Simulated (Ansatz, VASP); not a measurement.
One calculation of Mo, two programs

```
CELL_PARAMETERS angstrom
-1.55656 1.55656 1.55656
1.55656 -1.55656 1.55656
1.55656 1.55656 -1.55656
ATOMIC_POSITIONS crystal
Mo 0.00000 0.00000 0.00000
```

Alike in both runs: task single point; functional LDA; k mesh 14 × 14 × 14; no spin polarisation.

```csv
,VASP,Ansatz
version,VASP 6.6.1,Ansatz 0.2.0
potentials or method,"VASP PAW LDA potentials, release 64 (Mo_sv), cutoff 520 eV","plane waves (420 eV) with PAW, scalar-relativistic"
occupations,"methfessel-paxton of order 1, width 0.01 eV","cold, width 0.01 eV"
valence electrons in the cell,14,14
```

VASP gave:

```
pressure (GPa) : 1.3
```

Problem. Which values does Ansatz return?

Solution. Pressure (GPa): 0.1.

Ansatz warns that its potentials were made for another functional, while VASP's fit it. LDA's correlation is that of Perdew and Zunger in VASP and of Perdew and Wang (1992) in Ansatz.
